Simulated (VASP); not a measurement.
# KNaICl (P4/mmm) in VASP: a series of runs

The runs below take KNaICl through single point, with LDA.

Program: VASP 6.6.1. These are calculated values, not measurements. Logs are shortened: lines on timing, memory, paths and dates and some standing lists are left out, and cuts for length are marked.

**1. The cell of the first run**

The structure is tetragonal, space group P4/mmm (No. 123). Conventional cell: a = 4.558 Å, b = 4.558 Å, c = 5.784 Å, α = 90.00°, β = 90.00°, γ = 90.00°. Within 3.8 Å of K (site symmetry 4/mmm) lie 2 I at 2.89 Å and 4 Cl at 3.22 Å. Na (site symmetry 4/mmm) has 2 Cl at 2.89 Å and 4 I at 3.22 Å within 3.8 Å. I (site symmetry 4/mmm) has 2 K at 2.89 Å and 4 Na at 3.22 Å within 3.8 Å. Within 3.8 Å of Cl (site symmetry 4/mmm) lie 2 Na at 2.89 Å and 4 K at 3.22 Å.

**2. Single point, LDA**

File INCAR:

```
SYSTEM = KNaICl
PREC = Accurate
ENCUT = 520
EDIFF = 1E-6
ISMEAR = 0
SIGMA = 0.05
LREAL = .FALSE.
LASPH = .TRUE.
NELM = 60
ALGO = Normal
ISIF = 2
LWAVE = .FALSE.
LCHARG = .FALSE.
GGA = CA
NBANDS = 23
```

File KPOINTS:

```
Automatic mesh
0
G
  6 6 4
  0 0 0
```

File POSCAR:

```
KNaICl
1.0
    4.5580725208      0.0000000000      0.0000000000
    0.0000000000      4.5580725208      0.0000000000
    0.0000000000      0.0000000000      5.7844871266
K Na I Cl
1 1 1 1
Direct
    0.5000000000      0.5000000000      0.5000000000
    0.0000000000      0.0000000000      0.0000000000
    0.5000000000      0.5000000000      0.0000000000
    0.0000000000      0.0000000000      0.5000000000
```

Potentials or basis: VASP PAW LDA potentials, release 64 (K_sv, Na_pv, I, Cl).

Started as:

```
cat potpaw_LDA.64/K_sv/POTCAR potpaw_LDA.64/Na_pv/POTCAR potpaw_LDA.64/I/POTCAR potpaw_LDA.64/Cl/POTCAR > POTCAR
mpirun -np 1 vasp_std > vasp.out
```

OUTCAR:

```text
SYSTEM = KNaICl
   PREC = Accurate
   ENCUT = 520
   EDIFF = 1E-6
   ISMEAR = 0
   LREAL = .FALSE.
   LASPH = .TRUE.
   NELM = 60
   ISIF = 2
   GGA = CA

 ion  position               nearest neighbor table
   1  0.500  0.500  0.500-   3 2.89   3 2.89   4 3.22   4 3.22   4 3.22   4 3.22
   2  0.000  0.000  0.000-
   3  0.500  0.500  0.000-   1 2.89   1 2.89
   4  0.000  0.000  0.500-   1 3.22   1 3.22   1 3.22   1 3.22

  LATTYP: Found a simple tetragonal cell.
 ALAT       =     4.5580725208
 C/A-ratio  =     1.2690643030

  Lattice vectors:

 A1 = (   4.5580725208,   0.0000000000,   0.0000000000)
 A2 = (   0.0000000000,   4.5580725208,   0.0000000000)
 A3 = (   0.0000000000,   0.0000000000,   5.7844871266)

Analysis of symmetry for initial positions (statically):
=====================================================================
 Subroutine PRICEL returns:
 Original cell was already a primitive cell.

 Routine SETGRP: Setting up the symmetry group for a
 simple tetragonal supercell.

 Subroutine GETGRP returns: Found 16 space group operations
 (whereof 16 operations were pure point group operations)
 out of a pool of 16 trial point group operations.

The static configuration has the point symmetry D_4h.

Analysis of symmetry for dynamics (positions and initial velocities):
=====================================================================
 Subroutine PRICEL returns:
 Original cell was already a primitive cell.

 Routine SETGRP: Setting up the symmetry group for a
 simple tetragonal supercell.

 Subroutine GETGRP returns: Found 16 space group operations
 (whereof 16 operations were pure point group operations)
 out of a pool of 16 trial point group operations.

The dynamic configuration has the point symmetry D_4h.

 Subroutine INISYM returns: Found 16 space group operations
 (whereof 16 operations are pure point group operations),
 and found     1 'primitive' translations

----------------------------------------------------------------------------------------

                                     Primitive cell

  volume of cell :     120.1786

  direct lattice vectors                    reciprocal lattice vectors
     4.558072521  0.000000000  0.000000000     0.219390981  0.000000000  0.000000000
     0.000000000  4.558072521  0.000000000     0.000000000  0.219390981  0.000000000
     0.000000000  0.000000000  5.784487127     0.000000000  0.000000000  0.172876173

  length of vectors
     4.558072521  4.558072521  5.784487127     0.219390981  0.219390981  0.172876173

  position of ions in fractional coordinates (direct lattice)
     0.500000000  0.500000000  0.500000000
     0.000000000  0.000000000  0.000000000
     0.500000000  0.500000000  0.000000000
     0.000000000  0.000000000  0.500000000

  ion indices of the primitive-cell ions
   primitive index   ion index
                 1           1
                 2           2
                 3           3
                 4           4

----------------------------------------------------------------------------------------

 KPOINTS: Automatic mesh

Automatic generation of k-mesh.
 Grid dimensions read from file:
 generate k-points for:    6    6    4

 Generating k-lattice:

  Cartesian coordinates                     Fractional coordinates (reciprocal lattice)
     0.036565163  0.000000000  0.000000000     0.166666667  0.000000000  0.000000000
     0.000000000  0.036565163  0.000000000     0.000000000  0.166666667  0.000000000
     0.000000000  0.000000000  0.043219043     0.000000000  0.000000000  0.250000000

  Length of vectors
     0.036565163  0.036565163  0.043219043

  Shift w.r.t. Gamma in fractional coordinates (k-lattice)
     0.000000000  0.000000000  0.000000000

 Subroutine IBZKPT returns following result:
 ===========================================

 Found     30 irreducible k-points:

 Following reciprocal coordinates:
            Coordinates               Weight
  0.000000  0.000000  0.000000      1.000000
  0.166667  0.000000  0.000000      4.000000
  0.333333  0.000000  0.000000      4.000000
  0.500000  0.000000  0.000000      2.000000
  0.166667  0.166667  0.000000      4.000000
  0.333333  0.166667  0.000000      8.000000
[... 16 lines left out ...]
  0.333333  0.000000  0.500000      4.000000
  0.500000  0.000000  0.500000      2.000000
 [... further k-points ...]
   k-points           NKPTS =     30   k-points in BZ     NKDIM =     30   number of bands    NBANDS=     23
   number of dos      NEDOS =    301   number of ions     NIONS =      4
   total plane-waves  NPLWV =  62208
   dimension x,y,z NGX =    36 NGY =   36 NGZ =   48
   dimension x,y,z NGXF=    72 NGYF=   72 NGZF=   96
   ions per type =               1   1   1   1
   NGX,Y,Z   is equivalent  to a cutoff of  13.13, 13.13, 13.80 a.u.
   NGXF,Y,Z  is equivalent  to a cutoff of  26.26, 26.26, 27.59 a.u.
 SYSTEM =  KNaICl
   PREC   = accura    normal or accurate (medium, high low for compatibility)
   ISTART =      0    job   : 0-new  1-cont  2-samecut
   ICHARG =      2    charge: 1-file 2-atom 10-const
   ISPIN  =      1    spin polarized calculation?
   LNONCOLLINEAR =      F non collinear calculations
   LSORBIT =      F    spin-orbit coupling
   LASPH  =      T    aspherical Exc in radial PAW
   ENCUT  =  520.0 eV  38.22 Ry    6.18 a.u.   8.47  8.47 10.76*2*pi/ulx,y,z
   NELM   =     60;   NELMIN=  2; NELMDL= -5     # of ELM steps
   EDIFF  = 0.1E-05   stopping-criterion for ELM
   LREAL  =      F    real-space projection
   EDIFFG = 0.1E-04   stopping-criterion for IOM
   NSW    =      0    number of steps for IOM
   IBRION =     -1    ionic relax: 0-MD 1-quasi-New 2-CG
   NFREE  =      0    steps in history (QN), initial steepest desc. (CG)
   ISIF   =      2    stress and relaxation
   ISYM   =      2    0-nonsym 1-usesym 2-fastsym
   POTIM  = 0.5000    time-step for ionic-motion
   TEBEG  =    0.0;   TEEND  =   0.0 temperature during run
   PSTRESS=    0.0 pullay stress
   NELECT =      30.0000    total number of electrons
   NUPDOWN=      -1.0000    fix difference up-down
   EMIN   =  10.00;   EMAX   =-10.00  energy-range for DOS
   EFERMI =   0.00;   METHOD = LEGACY
   ISMEAR =     0;   SIGMA  =   0.05  broadening in eV -4-tet -1-fermi 0-gaus
   EFERMI_NEDOS =   21; number of points for ismear=-14 and -15
   IALGO  =     38    algorithm
   IMIX   =      4    mixing-type and parameters
     AMIX     =   0.40;   BMIX     =  1.00
     AMIX_MAG =   1.60;   BMIX_MAG =  1.00
  volume/ion in A,a.u.               =      30.04       202.75
  Fermi-wavevector in a.u.,A,eV,Ry     =   1.030796  1.947922 14.456745  1.062541
  Thomas-Fermi vector in A             =   2.164912
   LORBIT       =      0    0 simple, 1 ext, 2 COOP (PROOUT), +10 PAW based schemes
   GGA     = CA    functional components
   LHFCALC =     F    Hartree Fock is set to
   AEXX    =    0.0000 exact exchange contribution
   IVDW    =     0    specifies the selected vdW correction
   LEPSILON=     F    determine dielectric tensor
   LRPA    =     F    only Hartree local field effects (RPA)
 non-spin polarized calculation
 Gauss-broadening in eV      SIGMA  =   0.05
  energy-cutoff  :      520.00
  volume of cell :      120.18
 maximum number of plane-waves:      3255
 NGX is ok and might be reduce to    36

 number of electron      30.0000002 magnetization

 Free energy of the ion-electron system (eV)
  ---------------------------------------------------
  ext. energy  EPLUGINS =         0.00000000
  ---------------------------------------------------
  free energy    TOTEN  =       -12.83248466 eV

  energy without entropy =      -12.83248466  energy(sigma->0) =      -12.83248466

 E-fermi :   0.4358     XC(G=0):  -8.4028

 val. band max:        0.1483467570   @ k =   0.0000   0.0000   0.0000
 cond. band min:       3.7432468123   @ k =   0.0000   0.0000   0.0000
 fundamental gap:      3.5949000553
 Fermi energy:         0.4357881870

 k-point     1 :       0.0000    0.0000    0.0000
  band No.  band energies     occupation
      1     -27.3902      2.00000
      2     -22.0786      2.00000
      3     -22.0786      2.00000
      4     -22.0438      2.00000
      5     -12.6851      2.00000
      6     -11.4905      2.00000
[... 15 lines left out ...]
     22       8.4237      0.00000
     23       8.9001      0.00000

 k-point     2 :       0.1667    0.0000    0.0000
  band No.  band energies     occupation
      1     -27.3895      2.00000
      2     -22.0794      2.00000
      3     -22.0785      2.00000
      4     -22.0438      2.00000
      5     -12.7115      2.00000
      6     -11.4882      2.00000
[... 15 lines left out ...]
     22       8.5628      0.00000
     23       8.9529      0.00000

 k-point     3 :       0.3333    0.0000    0.0000
  band No.  band energies     occupation
      1     -27.3880      2.00000
      2     -22.0811      2.00000
      3     -22.0782      2.00000
      4     -22.0437      2.00000
      5     -12.7617      2.00000
      6     -11.4835      2.00000
[... 15 lines left out ...]
     22       8.5369      0.00000
     23       8.9370      0.00000

 k-point     4 :       0.5000    0.0000    0.0000
  band No.  band energies     occupation
      1     -27.3872      2.00000
      2     -22.0819      2.00000
      3     -22.0781      2.00000
      4     -22.0436      2.00000
      5     -12.7858      2.00000
      6     -11.4812      2.00000
[... 15 lines left out ...]
     22       8.2728      0.00000
     23       8.6810      0.00000

 k-point     5 :       0.1667    0.1667    0.0000
  band No.  band energies     occupation
      1     -27.3887      2.00000
      2     -22.0794      2.00000
      3     -22.0792      2.00000
      4     -22.0437      2.00000
      5     -12.7209      2.00000
      6     -11.4860      2.00000
[... 434 lines left out ...]
 k-point    22 :       0.1667    0.0000    0.5000
  band No.  band energies     occupation
      1     -27.3890      2.00000
      2     -22.0794      2.00000
      3     -22.0785      2.00000
      4     -22.0450      2.00000
      5     -12.6913      2.00000
      6     -12.1492      2.00000
[... 15 lines left out ...]
     22       8.9582      0.00000
     23       9.1883      0.00000

 k-point    23 :       0.3333    0.0000    0.5000
  band No.  band energies     occupation
      1     -27.3875      2.00000
      2     -22.0811      2.00000
      3     -22.0782      2.00000
      4     -22.0449      2.00000
      5     -12.7454      2.00000
      6     -12.1239      2.00000
[... 15 lines left out ...]
     22       9.2592      0.00000
     23       9.2716      0.00000

 k-point    24 :       0.5000    0.0000    0.5000
  band No.  band energies     occupation
      1     -27.3868      2.00000
      2     -22.0819      2.00000
      3     -22.0780      2.00000
      4     -22.0448      2.00000
      5     -12.7712      2.00000
      6     -12.1112      2.00000
[... 15 lines left out ...]
     22       9.4509      0.00000
     23       9.7854      0.00000

 [... further k-points ...]
[... 5 lines left out ...]
  --------------------------------------------------------------------------------------
  -------------------------------------------------------------------------------------
  Total       -1.3918113     -1.3918113      6.5770930      0.0000000      0.0000000      0.0000000
  in kB      -18.5551131    -18.5551131     87.6833719      0.0000000      0.0000000      0.0000000
  external PRESSURE =      16.8577152 kB  Pullay stress =       0.0000000 kB

 VOLUME and BASIS-vectors are now :
 -----------------------------------------------------------------------------
  energy-cutoff  :      520.00
  volume of cell :      120.18
      direct lattice vectors                 reciprocal lattice vectors
     4.558072521  0.000000000  0.000000000     0.219390981  0.000000000  0.000000000
     0.000000000  4.558072521  0.000000000     0.000000000  0.219390981  0.000000000
     0.000000000  0.000000000  5.784487127     0.000000000  0.000000000  0.172876173

 POSITION                                       TOTAL-FORCE (eV/Angst)
 -----------------------------------------------------------------------------------
      2.27904      2.27904      2.89224         0.000000      0.000000      0.000000
      0.00000      0.00000      0.00000         0.000000      0.000000      0.000000
      2.27904      2.27904      0.00000         0.000000      0.000000      0.000000
      0.00000      0.00000      2.89224         0.000000      0.000000      0.000000
 -----------------------------------------------------------------------------------
    total drift:                                0.000000      0.000000      0.000000

  FREE ENERGIE OF THE ION-ELECTRON SYSTEM (eV)
  ---------------------------------------------------
  free  energy   TOTEN  =       -12.8324846591 eV

  energy  without entropy=      -12.8324846591  energy(sigma->0) =      -12.83248466
```

It took 53 s on 1 thread of Intel Xeon Platinum 8488C (Sapphire Rapids), shared host; peak memory 0.25 GiB.

Results:

* Free energy: -12.8325 eV
* Pressure: 1.7 GPa
* Band gap on the k mesh: 3.59 eV, direct

Levels at points of the mesh, in eV from the valence-band top:
```csv
k point,band 13,band 14,band 15,band 16,band 17,band 18
"(0.00, 0.00, 0.00)",-0.30,-0.30,0.00,3.59,5.10,6.27
"(0.50, 0.00, 0.00)",-1.17,-0.36,-0.22,5.80,6.13,7.00
"(0.50, 0.50, 0.00)",-0.82,-0.82,-0.02,4.51,5.27,5.27
"(0.00, 0.00, 0.50)",-1.00,-0.58,-0.58,4.97,5.62,6.02
"(0.50, 0.00, 0.50)",-0.82,-0.77,-0.45,5.43,5.53,7.47
"(0.50, 0.50, 0.50)",-1.34,-1.34,-1.13,5.64,7.19,7.19
```

Caveat: the cell differs from its parent crystal (strain +e along x and -e along y +0.0000, strain +e along z and -e/2 along x and y -0.1100); spin-orbit coupling is left out, which moves the levels of the heavy elements.

**3. Single point, LDA**

This run uses another cell than the first one, of the same volume but with other edges.

File INCAR:

```
SYSTEM = KNaICl
ALGO = Normal
EDIFF = 1E-6
ENCUT = 520
GGA = CA
ISIF = 2
ISMEAR = 0
LASPH = .True.
LCHARG = .False.
LREAL = .False.
LWAVE = .False.
NBANDS = 23
NELM = 60
PREC = Accurate
SIGMA = 0.05
```

File KPOINTS:

```
k-points
0
Gamma
  6 6 4
  0 0 0
```

File POSCAR:

```
KNaICl
1.0
    4.0828232532      0.0000000000      0.0000000000
    0.0000000000      4.0828232532      0.0000000000
    0.0000000000      0.0000000000      7.2143603490
K Na I Cl
1 1 1 1
Direct
    0.5000000000      0.5000000000      0.5000000000
    0.0000000000      0.0000000000      0.0000000000
    0.5000000000      0.5000000000      0.0000000000
    0.0000000000      0.0000000000      0.5000000000
```

Potentials or basis: VASP PAW LDA potentials, release 64 (K_sv, Na_pv, I, Cl).

Started as:

```
cat potpaw_LDA.64/K_sv/POTCAR potpaw_LDA.64/Na_pv/POTCAR potpaw_LDA.64/I/POTCAR potpaw_LDA.64/Cl/POTCAR > POTCAR
mpirun -np 1 vasp_std > vasp.out
```

Wall time 54 s (1 thread of Intel Xeon Platinum 8488C (Sapphire Rapids), shared host); peak memory 0.23 GiB.

It converged, with:

- Free energy: -12.9655 eV
- Pressure: 2.3 GPa
- Band gap on the k mesh: 3.95 eV, indirect (least direct gap 4.07 eV)

Stress tensor (GPa, compression positive):
```
 4.37  0.00  0.00
 0.00  4.37  0.00
 0.00  0.00 -1.97
```

Levels at points of the mesh, in eV from the valence-band top:
```
           k point  band 13  band 14  band 15  band 16  band 17  band 18
(0.00, 0.00, 0.00)    -0.41    -0.12    -0.12     3.95     5.71     6.16
(0.50, 0.00, 0.00)    -0.96    -0.81     0.00     5.80     6.24     7.10
(0.50, 0.50, 0.00)    -0.89    -0.87    -0.39     4.69     5.40     5.40
(0.00, 0.00, 0.50)    -0.50    -0.17    -0.17     5.06     6.13     6.25
(0.50, 0.00, 0.50)    -0.90    -0.77    -0.01     5.05     6.08     7.93
(0.50, 0.50, 0.50)    -0.96    -0.90    -0.57     5.12     6.77     6.77
```

Caveat: the cell differs from its parent crystal (strain +e along x and -e along y +0.0000, strain +e along z and -e/2 along x and y +0.1100); spin-orbit coupling is left out, which moves the levels of the heavy elements. A k mesh can miss the band edges.

(Part 1 of 2 ends here.)
